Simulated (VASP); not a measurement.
# C (a cell with a defect) in VASP: notebook

Runs on C (a cell with a defect). Level: LDA. Tasks: single point.

Everything below comes from runs of VASP 6.6.1. Logs are shortened: lines on timing, memory, paths and dates and some standing lists are left out, and cuts for length are marked.

### Step 1. The cell of the first run

The cell holds a defect, 63 atoms: a = 7.140 Å, b = 7.140 Å, c = 7.140 Å, α = 90.00°, β = 90.00°, γ = 90.00°.

### Step 2. Single point, LDA

Input file INCAR:

```
SYSTEM = C
PREC = Accurate
ENCUT = 520
EDIFF = 1E-7
ISMEAR = 0
SIGMA = 0.02
LREAL = Auto
LASPH = .TRUE.
NELM = 60
ALGO = Normal
ISIF = 2
LWAVE = .FALSE.
LCHARG = .FALSE.
NBANDS = 163
NELECT = 254.0
```

Input file KPOINTS:

```
Automatic mesh
0
G
  2 2 2
  0 0 0
```

Input file POSCAR:

```
C
1.0
    7.1400000000      0.0000000000      0.0000000000
    0.0000000000      7.1400000000      0.0000000000
    0.0000000000      0.0000000000      7.1400000000
C
63
Direct
    0.5003511797     -0.0003511797      0.0003511797
    0.6254362845      0.1244604348      0.1254362845
    0.7507369637      0.2489639187     -0.0010360813
    0.8729086613      0.3766741400      0.1266741400
    0.7506415816     -0.0011503427      0.2506415816
    0.8750000000      0.1250000000      0.3750000000
   -0.0007369637      0.0010360813     -0.0010360813
    0.1245637155      0.1255395652      0.1254362845
    0.2496488203      0.2503511797      0.0003511797
    0.3744604348      0.3754362845      0.1254362845
    0.4989639187      0.5007369637     -0.0010360813
    0.6266741400      0.6229086613      0.1266741400
    0.7506415816      0.7493584184      0.0011503427
    0.8770913387      0.8733258600      0.1266741400
    0.2510360813      0.0010360813      0.2507369637
    0.3750000000      0.1250000000      0.3750000000
    0.4989639187      0.2489639187      0.2507369637
    0.6266741400      0.3766741400      0.3729086613
    0.7405569878      0.4905569878      0.2405569878
    0.4989639187      0.0010360813      0.4992630363
    0.6254362845      0.1255395652      0.6245637155
    0.7506415816      0.2511503427      0.4993584184
    0.8770913387      0.3766741400      0.6233258600
    0.7507369637      0.0010360813      0.7510360813
    0.8750000000      0.1250000000      0.8750000000
   -0.0006415816      0.5006415816      0.0011503427
    0.1233258600      0.6270913387      0.1266741400
    0.2510360813      0.7492630363     -0.0010360813
    0.3755395652      0.8745637155      0.1254362845
   -0.0006415816      0.2511503427      0.2506415816
    0.1233258600      0.3766741400      0.3770913387
    0.2488496573      0.5006415816      0.2506415816
    0.3750000000      0.6250000000      0.3750000000
    0.5011503427      0.7493584184      0.2506415816
    0.6266741400      0.8733258600      0.3770913387
   -0.0006415816     -0.0011503427      0.4993584184
    0.1245637155      0.1244604348      0.6245637155
    0.2510360813      0.2489639187      0.4992630363
    0.3755395652      0.3754362845      0.6245637155
    0.5011503427      0.5006415816      0.4993584184
    0.6266741400      0.6270913387      0.6233258600
    0.7405569878      0.7594430122      0.5094430122
    0.8729086613      0.8733258600      0.6233258600
    0.2496488203     -0.0003511797      0.7496488203
    0.3750000000      0.1250000000      0.8750000000
    0.5003511797      0.2503511797      0.7496488203
    0.6254362845      0.3754362845      0.8744604348
    0.7506415816      0.5006415816      0.7488496573
    0.8750000000      0.6250000000      0.8750000000
    0.0094430122      0.7594430122      0.2405569878
    0.1233258600      0.8733258600      0.3729086613
    0.0094430122      0.4905569878      0.5094430122
    0.1233258600      0.6229086613      0.6233258600
    0.2488496573      0.7493584184      0.4993584184
    0.3744604348      0.8745637155      0.6245637155
   -0.0007369637      0.2489639187      0.7510360813
    0.1245637155      0.3754362845      0.8755395652
    0.2510360813      0.5007369637      0.7510360813
    0.3750000000      0.6250000000      0.8750000000
    0.4989639187      0.7492630363      0.7510360813
    0.6254362845      0.8745637155      0.8755395652
   -0.0006415816      0.7493584184      0.7488496573
    0.1245637155      0.8745637155      0.8744604348
```

Potentials or basis: VASP PAW LDA potentials, release 64 (C).

Launch:

```bash
$ cat potpaw_LDA.64/C/POTCAR > POTCAR
$ mpirun -np 1 vasp_std > vasp.out
```

OUTCAR:

```text
SYSTEM = C
   PREC = Accurate
   ENCUT = 520
   EDIFF = 1E-7
   ISMEAR = 0
   LREAL = Auto
   LASPH = .TRUE.
   NELM = 60
   ISIF = 2
   NELECT = 254.0

 ion  position               nearest neighbor table
   1  0.500  1.000  0.000-   2 1.55  29 1.55  61 1.55  45 1.55
   2  0.625  0.124  0.125-   1 1.55   5 1.55   3 1.55  17 1.55
   3  0.751  0.249  0.999-  25 1.53   2 1.55  47 1.55   4 1.56
   4  0.873  0.377  0.127-  19 1.49  26 1.55  30 1.55   3 1.56
   5  0.751  0.999  0.251-   6 1.55  14 1.55  35 1.55   2 1.55
   6  0.875  0.125  0.375-   5 1.55  22 1.55  30 1.55  36 1.55
[... 10 lines left out ...]
  17  0.499  0.249  0.251-  16 1.53  10 1.55   2 1.55  18 1.56
[... 32 lines left out ...]
  50  0.009  0.759  0.241-  14 1.49  27 1.49  51 1.49
  51  0.123  0.873  0.373-  50 1.49  36 1.55  54 1.55  15 1.56
  52  0.009  0.491  0.509-  23 1.49  31 1.49  53 1.49
  53  0.123  0.623  0.623-  52 1.49  62 1.55  54 1.55  58 1.56
  54  0.249  0.749  0.499-  33 1.55  51 1.55  53 1.55  55 1.55
  55  0.374  0.875  0.625-  44 1.55  54 1.55  20 1.55  60 1.55
  56  0.999  0.249  0.751-  25 1.53  37 1.55  57 1.55  23 1.56
  57  0.125  0.375  0.876-   9 1.55  26 1.55  56 1.55  58 1.55
  58  0.251  0.501  0.751-  59 1.53  57 1.55  39 1.55  53 1.56
  59  0.375  0.625  0.875-  11 1.53  28 1.53  58 1.53  60 1.53
  60  0.499  0.749  0.751-  59 1.53  55 1.55  61 1.55  41 1.56
  61  0.625  0.875  0.876-   1 1.55  13 1.55  24 1.55  60 1.55
  62  0.999  0.749  0.749-  49 1.55  43 1.55  53 1.55  63 1.55
  63  0.125  0.875  0.874-  44 1.55  62 1.55   7 1.55  28 1.55

  LATTYP: Found a simple cubic cell.
 ALAT       =     7.1400000000

  Lattice vectors:

 A1 = (   7.1400000000,   0.0000000000,   0.0000000000)
 A2 = (   0.0000000000,   7.1400000000,   0.0000000000)
 A3 = (   0.0000000000,   0.0000000000,   7.1400000000)

Analysis of symmetry for initial positions (statically):
=====================================================================
 Subroutine PRICEL returns:
 Original cell was already a primitive cell.

 Routine SETGRP: Setting up the symmetry group for a
 simple cubic supercell.

 Subroutine GETGRP returns: Found 24 space group operations
 (whereof  2 operations were pure point group operations)
 out of a pool of 48 trial point group operations.

The static configuration has the point symmetry C_1h.
 The point group associated with its full space group is T_d .

Analysis of symmetry for dynamics (positions and initial velocities):
=====================================================================
 Subroutine PRICEL returns:
 Original cell was already a primitive cell.

 Routine SETGRP: Setting up the symmetry group for a
 simple cubic supercell.

 Subroutine GETGRP returns: Found 24 space group operations
 (whereof  2 operations were pure point group operations)
 out of a pool of 48 trial point group operations.

The dynamic configuration has the point symmetry C_1h.
 The point group associated with its full space group is T_d .

 Subroutine INISYM returns: Found 24 space group operations
 (whereof  2 operations are pure point group operations),
 and found     1 'primitive' translations

----------------------------------------------------------------------------------------

                                     Primitive cell

  volume of cell :     363.9943

  direct lattice vectors                    reciprocal lattice vectors
     7.140000000  0.000000000  0.000000000     0.140056022  0.000000000  0.000000000
     0.000000000  7.140000000  0.000000000     0.000000000  0.140056022  0.000000000
     0.000000000  0.000000000  7.140000000     0.000000000  0.000000000  0.140056022

  length of vectors
     7.140000000  7.140000000  7.140000000     0.140056022  0.140056022  0.140056022

  position of ions in fractional coordinates (direct lattice)
     0.500351180  0.999648820  0.000351180
     0.625436284  0.124460435  0.125436284
     0.750736964  0.248963919  0.998963919
     0.872908661  0.376674140  0.126674140
     0.750641582  0.998849657  0.250641582
[... 51 lines left out ...]
   PSTRESS=    0.0 pullay stress
   NELECT =     254.0000    total number of electrons
   NUPDOWN=      -1.0000    fix difference up-down
   EMIN   =  10.00;   EMAX   =-10.00  energy-range for DOS
   EFERMI =   0.00;   METHOD = LEGACY
   ISMEAR =     0;   SIGMA  =   0.02  broadening in eV -4-tet -1-fermi 0-gaus
   EFERMI_NEDOS =   21; number of points for ismear=-14 and -15
   IALGO  =     38    algorithm
   IMIX   =      4    mixing-type and parameters
     AMIX     =   0.40;   BMIX     =  1.00
     AMIX_MAG =   1.60;   BMIX_MAG =  1.00
  volume/ion in A,a.u.               =       5.78        38.99
  Fermi-wavevector in a.u.,A,eV,Ry     =   1.452071  2.744016 28.688024  2.108510
  Thomas-Fermi vector in A             =   2.569495
   LORBIT       =      0    0 simple, 1 ext, 2 COOP (PROOUT), +10 PAW based schemes
   GGA     = CA    functional components
   LHFCALC =     F    Hartree Fock is set to
   AEXX    =    0.0000 exact exchange contribution
   IVDW    =     0    specifies the selected vdW correction
   LEPSILON=     F    determine dielectric tensor
   LRPA    =     F    only Hartree local field effects (RPA)
 non-spin polarized calculation
 Gauss-broadening in eV      SIGMA  =   0.02
  energy-cutoff  :      520.00
  volume of cell :      363.99
 maximum number of plane-waves:      9808
 NGX is ok and might be reduce to    54
   NGX = 27   NGY = 27   NGZ = 27

 number of electron     253.9999987 magnetization

 Free energy of the ion-electron system (eV)
  ---------------------------------------------------
  ext. energy  EPLUGINS =         0.00000000
  ---------------------------------------------------
  free energy    TOTEN  =      -607.57698267 eV

  energy without entropy =     -607.56916405  energy(sigma->0) =     -607.57307336

 E-fermi :  11.8333     XC(G=0): -13.4360

 val. band max:       11.8272611284   @ k =   0.5000   0.5000   0.0000
 cond. band min:      11.8730033042   @ k =   0.5000   0.5000   0.5000
 fundamental gap:      0.0457421757
 Fermi energy:        11.8333070037

 k-point     1 :       0.0000    0.0000    0.0000
  band No.  band energies     occupation
      1     -11.9089      2.00000
      2      -9.7331      2.00000
      3      -9.7331      2.00000
      4      -9.6460      2.00000
      5      -9.6459      2.00000
      6      -9.6459      2.00000
[... 557 lines left out ...]
    138      15.2789      0.00000
    139      15.2790      0.00000
 [bands above 139 left out]

------------------------ aborting loop because EDIFF is reached ----------------------------------------

  FORCE on cell =-STRESS in cart. coord.  units (eV):
  Direction    XX          YY          ZZ          XY          YZ          ZX
  --------------------------------------------------------------------------------------
  -------------------------------------------------------------------------------------
  Total        2.5411493      2.5411493      2.5411493      0.0000000      0.0000000      0.0000000
  in kB       11.1852612     11.1852612     11.1852612      0.0000000      0.0000000      0.0000000
  external PRESSURE =      11.1852612 kB  Pullay stress =       0.0000000 kB

 VOLUME and BASIS-vectors are now :
 -----------------------------------------------------------------------------
  energy-cutoff  :      520.00
  volume of cell :      363.99
      direct lattice vectors                 reciprocal lattice vectors
     7.140000000  0.000000000  0.000000000     0.140056022  0.000000000  0.000000000
     0.000000000  7.140000000  0.000000000     0.000000000  0.140056022  0.000000000
     0.000000000  0.000000000  7.140000000     0.000000000  0.000000000  0.140056022

 POSITION                                       TOTAL-FORCE (eV/Angst)
 -----------------------------------------------------------------------------------
      3.57251      7.13749      0.00251         0.007460     -0.007460      0.007460
      4.46562      0.88865      0.89562         0.017212      0.008950      0.017212
      5.36026      1.77760      7.13260        -0.006936      0.024345      0.024345
      6.23257      2.68945      0.90445         0.006882     -0.002676     -0.002676
      5.35958      7.13179      1.78958         0.010337     -0.016308      0.010337
      6.24750      0.89250      2.67750         0.000000     -0.000000     -0.000000
[... 55 lines left out ...]
      7.13542      5.35042      5.34679        -0.010337     -0.010337     -0.016308
      0.88938      6.24438      6.24365        -0.017212     -0.017212      0.008950
 -----------------------------------------------------------------------------------
    total drift:                                0.000000      0.000000      0.000000

  FREE ENERGIE OF THE ION-ELECTRON SYSTEM (eV)
  ---------------------------------------------------
  free  energy   TOTEN  =      -607.5769826711 eV

  energy  without entropy=     -607.5691640548  energy(sigma->0) =     -607.57307336
```

Wall time 8.2 min (1 thread of Oxide Virtual Turin-like, shared host); peak memory 0.35 GiB.

What came out:

```
Free energy   : -607.5770 eV
Largest force : 0.063 eV/Å
```

Forces on the atoms (eV/Å):
```
C    0.007 -0.007  0.007
C    0.017  0.009  0.017
C   -0.007  0.024  0.024
C    0.007 -0.003 -0.003
C    0.010 -0.016  0.010
C    0.000  0.000  0.000
C    0.007 -0.024  0.024
C   -0.017 -0.009  0.017
C   -0.007  0.007  0.007
C    0.009  0.017  0.017
C    0.024 -0.007  0.024
C   -0.003  0.007 -0.003
C    0.010 -0.010  0.016
C   -0.007  0.003 -0.003
C   -0.024 -0.024 -0.007
C    0.000  0.000  0.000
C    0.024  0.024 -0.007
C   -0.003 -0.003  0.007
C    0.036  0.036  0.036
C    0.024 -0.024  0.007
C    0.017 -0.009 -0.017
C    0.010  0.016 -0.010
C   -0.007 -0.003  0.003
C   -0.007 -0.024 -0.024
C    0.000  0.000  0.000
C   -0.010  0.010  0.016
C    0.003 -0.007 -0.003
C   -0.024  0.007  0.024
C   -0.009 -0.017  0.017
C   -0.010  0.016  0.010
C    0.003 -0.003 -0.007
C   -0.016  0.010  0.010
C    0.000  0.000  0.000
C    0.016 -0.010  0.010
C   -0.003  0.003 -0.007
C   -0.010 -0.016 -0.010
C   -0.017  0.009 -0.017
C   -0.024  0.024  0.007
C   -0.009  0.017 -0.017
C    0.016  0.010 -0.010
C   -0.003 -0.007  0.003
C    0.036 -0.036 -0.036
C    0.007  0.003  0.003
C   -0.007 -0.007 -0.007
C    0.000  0.000  0.000
C    0.007  0.007 -0.007
C    0.017  0.017  0.009
C    0.010  0.010 -0.016
C    0.000  0.000  0.000
C   -0.036 -0.036  0.036
C    0.003  0.003  0.007
C   -0.036  0.036 -0.036
C    0.003  0.007  0.003
C   -0.016 -0.010 -0.010
C    0.009 -0.017 -0.017
C    0.007  0.024 -0.024
C   -0.017  0.017 -0.009
C   -0.024 -0.007 -0.024
C    0.000  0.000  0.000
C    0.024  0.007 -0.024
C    0.017 -0.017 -0.009
C   -0.010 -0.010 -0.016
C   -0.017 -0.017  0.009
```

Caveat: the k points lie up to 0.44 Å⁻¹ apart; the cell carries a net charge on a neutralising background, which shifts energy and pressure; the cell is charged against a uniform background, so pressure and absolute levels hang on convention.

### Step 3. Single point, LDA

Input file INCAR:

```
PREC = Accurate ; ENCUT = 520
EDIFF = 1E-6 ; ISMEAR = 0
SIGMA = 0.02 ; LREAL = Auto
LASPH = T ; NELM = 60
ALGO = Normal ; ISIF = 2
LWAVE = F ; LCHARG = F
GGA = CA ; NELECT = 254.0
NBANDS = 163
```

Input file KPOINTS:

```
regular mesh
0
Gamma
  2 2 2
```

Input file POSCAR:

```
C
1.0
    7.1400000000      0.0000000000      0.0000000000
    0.0000000000      7.1400000000      0.0000000000
    0.0000000000      0.0000000000      7.1400000000
C
63
Direct
    0.5003511204     -0.0003511204      0.0003511204
    0.6254362745      0.1244603641      0.1254362745
    0.7507369748      0.2489638655     -0.0010361345
    0.8729086835      0.3766740896      0.1266740896
    0.7506415966     -0.0011502801      0.2506415966
    0.8750000000      0.1250000000      0.3750000000
   -0.0007369748      0.0010361345     -0.0010361345
    0.1245637255      0.1255396359      0.1254362745
    0.2496488796      0.2503511204      0.0003511204
    0.3744603641      0.3754362745      0.1254362745
    0.4989638655      0.5007369748     -0.0010361345
    0.6266740896      0.6229086835      0.1266740896
    0.7506415966      0.7493584034      0.0011502801
    0.8770913165      0.8733259104      0.1266740896
    0.2510361345      0.0010361345      0.2507369748
    0.3750000000      0.1250000000      0.3750000000
    0.4989638655      0.2489638655      0.2507369748
    0.6266740896      0.3766740896      0.3729086835
    0.7405570028      0.4905570028      0.2405570028
    0.4989638655      0.0010361345      0.4992630252
    0.6254362745      0.1255396359      0.6245637255
    0.7506415966      0.2511502801      0.4993584034
    0.8770913165      0.3766740896      0.6233259104
    0.7507369748      0.0010361345      0.7510361345
    0.8750000000      0.1250000000      0.8750000000
   -0.0006415966      0.5006415966      0.0011502801
    0.1233259104      0.6270913165      0.1266740896
    0.2510361345      0.7492630252     -0.0010361345
    0.3755396359      0.8745637255      0.1254362745
   -0.0006415966      0.2511502801      0.2506415966
    0.1233259104      0.3766740896      0.3770913165
    0.2488497199      0.5006415966      0.2506415966
    0.3750000000      0.6250000000      0.3750000000
    0.5011502801      0.7493584034      0.2506415966
    0.6266740896      0.8733259104      0.3770913165
   -0.0006415966     -0.0011502801      0.4993584034
    0.1245637255      0.1244603641      0.6245637255
    0.2510361345      0.2489638655      0.4992630252
    0.3755396359      0.3754362745      0.6245637255
    0.5011502801      0.5006415966      0.4993584034
    0.6266740896      0.6270913165      0.6233259104
    0.7405570028      0.7594429972      0.5094429972
    0.8729086835      0.8733259104      0.6233259104
    0.2496488796     -0.0003511204      0.7496488796
    0.3750000000      0.1250000000      0.8750000000
    0.5003511204      0.2503511204      0.7496488796
    0.6254362745      0.3754362745      0.8744603641
    0.7506415966      0.5006415966      0.7488497199
    0.8750000000      0.6250000000      0.8750000000
    0.0094429972      0.7594429972      0.2405570028
    0.1233259104      0.8733259104      0.3729086835
    0.0094429972      0.4905570028      0.5094429972
    0.1233259104      0.6229086835      0.6233259104
    0.2488497199      0.7493584034      0.4993584034
    0.3744603641      0.8745637255      0.6245637255
   -0.0007369748      0.2489638655      0.7510361345
    0.1245637255      0.3754362745      0.8755396359
    0.2510361345      0.5007369748      0.7510361345
    0.3750000000      0.6250000000      0.8750000000
    0.4989638655      0.7492630252      0.7510361345
    0.6254362745      0.8745637255      0.8755396359
   -0.0006415966      0.7493584034      0.7488497199
    0.1245637255      0.8745637255      0.8744603641
```

Potentials or basis: VASP PAW LDA potentials, release 64 (C).

Launch:

```bash
$ cat potpaw_LDA.64/C/POTCAR > POTCAR
$ mpirun -np 1 vasp_std > vasp.out
```

It took 5.8 min on 1 thread of Oxide Virtual Turin-like, shared host; peak memory 0.35 GiB.

It converged, with:

* Free energy: -607.5770 eV
* Largest force: 0.063 eV/Å

Forces in eV/Å, atoms in the order of the input:
```
C    0.007 -0.007  0.007
C    0.017  0.009  0.017
C   -0.007  0.024  0.024
C    0.007 -0.003 -0.003
C    0.010 -0.016  0.010
C    0.000  0.000  0.000
C    0.007 -0.024  0.024
C   -0.017 -0.009  0.017
C   -0.007  0.007  0.007
C    0.009  0.017  0.017
C    0.024 -0.007  0.024
C   -0.003  0.007 -0.003
C    0.010 -0.010  0.016
C   -0.007  0.003 -0.003
C   -0.024 -0.024 -0.007
C    0.000  0.000  0.000
C    0.024  0.024 -0.007
C   -0.003 -0.003  0.007
C    0.036  0.036  0.036
C    0.024 -0.024  0.007
C    0.017 -0.009 -0.017
C    0.010  0.016 -0.010
C   -0.007 -0.003  0.003
C   -0.007 -0.024 -0.024
C    0.000  0.000  0.000
C   -0.010  0.010  0.016
C    0.003 -0.007 -0.003
C   -0.024  0.007  0.024
C   -0.009 -0.017  0.017
C   -0.010  0.016  0.010
C    0.003 -0.003 -0.007
C   -0.016  0.010  0.010
C    0.000  0.000  0.000
C    0.016 -0.010  0.010
C   -0.003  0.003 -0.007
C   -0.010 -0.016 -0.010
C   -0.017  0.009 -0.017
C   -0.024  0.024  0.007
C   -0.009  0.017 -0.017
C    0.016  0.010 -0.010
C   -0.003 -0.007  0.003
C    0.036 -0.036 -0.036
C    0.007  0.003  0.003
C   -0.007 -0.007 -0.007
C    0.000  0.000  0.000
C    0.007  0.007 -0.007
C    0.017  0.017  0.009
C    0.010  0.010 -0.016
C    0.000  0.000  0.000
C   -0.036 -0.036  0.036
C    0.003  0.003  0.007
C   -0.036  0.036 -0.036
C    0.003  0.007  0.003
C   -0.016 -0.010 -0.010
C    0.009 -0.017 -0.017
C    0.007  0.024 -0.024
C   -0.017  0.017 -0.009
C   -0.024 -0.007 -0.024
C    0.000  0.000  0.000
C    0.024  0.007 -0.024
C    0.017 -0.017 -0.009
C   -0.010 -0.010 -0.016
C   -0.017 -0.017  0.009
```

Levels at points of the mesh, in eV from the Fermi level:
| k point | band 123 | band 124 | band 125 | band 126 | band 127 | band 128 | band 129 | band 130 |
| --- | --- | --- | --- | --- | --- | --- | --- | --- |
| (0.00, 0.00, 0.00) | -2.92 | -2.92 | -2.92 | 0.13 | 0.13 | 0.13 | 1.86 | 1.86 |
| (0.50, 0.00, 0.00) | -4.19 | -4.13 | -2.84 | -0.41 | -0.05 | -0.05 | 1.73 | 1.74 |
| (0.50, 0.50, 0.00) | -3.29 | -3.21 | -2.99 | -0.50 | -0.01 | -0.01 | 3.08 | 3.08 |
| (0.50, 0.50, 0.50) | -4.16 | -4.16 | -3.67 | 0.04 | 0.04 | 0.04 | 3.35 | 3.35 |

Caveat: the k points lie up to 0.44 Å⁻¹ apart; the cell carries a net charge on a neutralising background, which shifts energy and pressure; the cell is charged against a uniform background, so pressure and absolute levels hang on convention.
